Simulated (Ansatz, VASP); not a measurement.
# Ir: VASP beside Ansatz

```xyz
1
Lattice="0.0000 2.0266 1.7226 2.0266 0.0000 1.7226 2.0266 2.0266 0.0000" Properties=species:S:1:pos:R:3 pbc="T T T"
Ir    0.0000    0.0000    0.0000
```

Alike in both runs: task single point; functional LDA; k mesh 8 × 8 × 8; occupations gaussian, width 0.15 eV; no spin polarisation.

|  | VASP | Ansatz |
| --- | --- | --- |
| version | VASP 6.6.1 | Ansatz 0.2.0 |
| potentials or method | VASP PAW LDA potentials, release 64 (Ir), cutoff 520 eV | scalar-relativistic, plane waves, PAW |
| valence electrons in the cell | 9 | 17 |

VASP gave:

* gap on the k mesh at the Fermi level (eV): none
* pressure (GPa): 0.0
* traceless stress, the component that is largest in VASP (GPa): 28.26

Q: What did Ansatz give for the same quantities?

A: gap on the k mesh at the Fermi level (eV): none; pressure (GPa): -2.3; traceless stress, the component that is largest in VASP (GPa): 28.48.

LDA's correlation is that of Perdew and Zunger in VASP and of Perdew and Wang (1992) in Ansatz. A gap of «none» marks a metal or a gap that the smearing closes. VASP's potentials hold 9 valence electrons a cell and Ansatz's 17, so a difference there can come from the potentials and not from the codes.

Spin-orbit coupling is off throughout.
